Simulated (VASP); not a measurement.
Wanted: the native input for a VASP 6.6.1 run.

```
Task                   : single point
Functional             : PBE
Dispersion             : D3(BJ)
Potentials or basis    : VASP PAW PBE potentials, release 64 (C, H)
Cutoff                 : 520 eV
k mesh                 : 1 × 1 × 1
Occupations            : fermi-dirac, width 0.02 eV
Spin                   : no spin polarisation
Dipole correction      : no
Further INCAR settings : LREAL = Auto; ALGO = Normal; EDIFF = 1e-06; NBANDS = 58
```

The structure of H4C lies in POSCAR:

```
H4C
1.0
    7.1189860000      0.0000000000      0.0000000000
    0.0000000000      7.1189860000      0.0000000000
    0.0000000000      0.0000000000      7.1189860000
C H
8 32
Direct
    0.7517924603      0.0207894776      0.0834809901
    0.1856163223      1.0096803112      0.8445303868
    0.5930198486      0.0300323670      0.5801949884
    0.5925562995      0.5335310394      0.6970936591
    0.2506396276      0.5720618077      0.1414808233
    0.0500211687      0.5949583269      0.6232910136
    0.7080924165      0.5453164257      0.2399358560
    0.1714148616      0.1278131464      0.3686480069
    0.7482947712      0.0808261177     -0.0522967737
    0.6325760438     -0.0591938234      0.1227843404
    0.7736214118      0.1370560358      0.1848999282
    0.8694356191     -0.0844923701      0.0959968175
    0.3063498088      0.9859690692      0.9513714453
    0.1082036121      1.1493912195      0.8773580957
    0.0929907714      0.8903796131      0.8476347615
    0.2444589721      1.0202717072      0.7105084910
    0.5518201609      0.1271950809      0.6913625058
    0.6754332710     -0.0789859679      0.6593635667
    0.6878367228      0.1108163438      0.4905614367
    0.4754188307     -0.0375755761      0.5117582757
    0.7176021978      0.5598550131      0.7775264623
    0.4866001984      0.6317472741      0.6559642061
    0.4960959328      0.4698562408      0.8023052721
    0.6357085124      0.4324211341      0.5873589300
    0.1756710857      0.7044963988      0.1809105960
    0.3098194041      0.5043133952      0.2638578022
    0.3472545107      0.5890164695      0.0304537753
    0.1434895363      0.4895500567      0.0815706057
    0.1965869858      0.5684376960      0.6485895604
   -0.0261413634      0.6015603908      0.7533657181
   -0.0110970860      0.4946631444      0.5336434149
    0.0426746169      0.7325060058      0.5463278057
    0.7091599843      0.3879766023      0.2619052770
    0.6410182574      0.6204816248      0.3538706215
    0.6333205319      0.5778351018      0.1151006618
    0.8523685817      0.6026560524      0.2147075440
    0.3236837381      0.1156906335      0.3465802574
    0.1186264448     -0.0096362038      0.4184865654
    0.1111956113      0.1784383338      0.2379271430
    0.1363536886      0.2297658683      0.4653752655
```

These files were run (other wordings do the same):

INCAR

```
SYSTEM = H4C
  PREC = Accurate
  ENCUT = 520
  EDIFF = 1E-6
  ISMEAR = -1
  SIGMA = 0.02
  LREAL = Auto
  LASPH = .True.
  NELM = 120
  ALGO = Normal
  ISIF = 2
  LWAVE = .False.
  LCHARG = .False.
  GGA = PE
  IVDW = 12
  NBANDS = 58
  GGA_COMPAT = .False.
```

KPOINTS

```
regular mesh
0
Gamma
  1 1 1
  0 0 0
```

Potentials or basis: VASP PAW PBE potentials, release 64 (C, H).

Launch:

```console
$ cat potpaw_PBE.64/C/POTCAR potpaw_PBE.64/H/POTCAR > POTCAR
$ mpirun -np 1 vasp_gam > vasp.out
```

It gave:

The pressure is 2.2 GPa. The largest force is 3.079 eV/Å and the band gap on the k mesh is 6.79 eV. The dispersion energy per atom is -0.037 eV.

Caveat: the k points lie up to 0.88 Å⁻¹ apart.

Run time: 30 s on 1 thread of Intel(R) Xeon(R) 6975P-C (Granite Rapids), on a shared host, peak memory 0.33 GiB.
